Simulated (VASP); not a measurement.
Here is a VASP 6.6.1 calculation.

INCAR

```
SYSTEM = BaS
PREC     = Accurate       ! precision mode
ENCUT    = 500            ! plane-wave cutoff, eV
EDIFF    = 1E-6           ! SCF threshold, eV
ISMEAR   = 0              ! smearing method
SIGMA    = 0.01           ! smearing width, eV
LREAL    = .FALSE.        ! projectors in reciprocal space
LASPH    = .TRUE.         ! aspherical terms in the spheres
NELM     = 120            ! most SCF steps
ALGO     = Normal         ! electronic algorithm
ISIF     = 2              ! what is computed and relaxed
LWAVE    = .FALSE.        ! write WAVECAR
LCHARG   = .FALSE.        ! write CHGCAR
GGA      = PE             ! functional
NBANDS   = 15             ! bands
GGA_COMPAT= .FALSE.
```

Contents of KPOINTS:

```
regular mesh
0
G
  6 6 6
  0 0 0
```

File POSCAR:

```
BaS
1.0
    0.0000000000      3.2778403940      3.2778403940
    3.2778403940      0.0000000000      3.2778403940
    3.2778403940      3.2778403940      0.0000000000
Ba S
1 1
Direct
    0.0000000000      0.0000000000      0.0000000000
    0.5000000000      0.5000000000      0.5000000000
```

Potentials or basis: VASP PAW PBE potentials, release 64 (Ba_sv, S).

Command:

```sh
$ cat potpaw_PBE.64/Ba_sv/POTCAR potpaw_PBE.64/S/POTCAR > POTCAR
$ mpirun -np 1 vasp_std > vasp.out
```

(1) What does it give for the pressure?

(2) What does it give for the band gap on the k mesh?

Results:

(1) -1.7 GPa.

(2) 2.22 eV (least direct gap 2.39 eV).

Caveat: spin-orbit coupling is left out, which moves the levels of the heavy elements.
